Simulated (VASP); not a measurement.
Write the native input for VASP 6.6.1 that does the following.

- Task: single point
- Functional: PBEsol
- Potentials or basis: VASP PAW PBE potentials, release 64 (Sr_sv)
- Cutoff: 500 eV
- k mesh: 8 × 8 × 8
- Occupations: gaussian, width 0.1 eV
- Spin: no spin polarisation
- Dipole correction: no
- Further INCAR settings: ALGO = Normal; EDIFF = 1e-06; NBANDS = 11

The structure of Sr lies in POSCAR:

```
Sr
1.0
   -2.3291776281      2.3291776281      2.3291776281
    2.3291776281     -2.3291776281      2.3291776281
    2.3291776281      2.3291776281     -2.3291776281
Sr
1
Direct
    0.0000000000      0.0000000000      0.0000000000
```

This isn't the form of Sr at room conditions, which is fcc.

These files were run (other wordings do the same):

INCAR

```
SYSTEM = Sr
PREC     = Accurate       ! precision mode
ENCUT    = 500            ! plane-wave cutoff, eV
EDIFF    = 1E-6           ! SCF threshold, eV
ISMEAR   = 0              ! smearing method
SIGMA    = 0.1            ! smearing width, eV
LREAL    = .False.        ! projectors in reciprocal space
LASPH    = .True.         ! aspherical terms in the spheres
NELM     = 120            ! most SCF steps
ALGO     = Normal         ! electronic algorithm
ISIF     = 2              ! what is computed and relaxed
LWAVE    = .False.        ! write WAVECAR
LCHARG   = .False.        ! write CHGCAR
GGA      = PS             ! functional
NBANDS   = 11             ! bands
GGA_COMPAT= .False.
```

KPOINTS

```
Automatic mesh
0
Gamma
  8 8 8
  0 0 0
```

Potentials or basis: VASP PAW PBE potentials, release 64 (Sr_sv).

Run with:

```console
$ cat potpaw_PBE.64/Sr_sv/POTCAR > POTCAR
$ mpirun -np 1 vasp_std > vasp.out
```

Results of the run:

- Pressure: 0.2 GPa
- Band gap on the k mesh: zero (bands 5 and 6 overlap by 0.62 eV)

Caveat: the PAW data sets were made with another functional, which shifts forces and pressure a little.

Wall time 10 s on 1 thread of AMD EPYC 7R13 Processor (Zen 3) (shared host), peak memory 0.14 GiB.
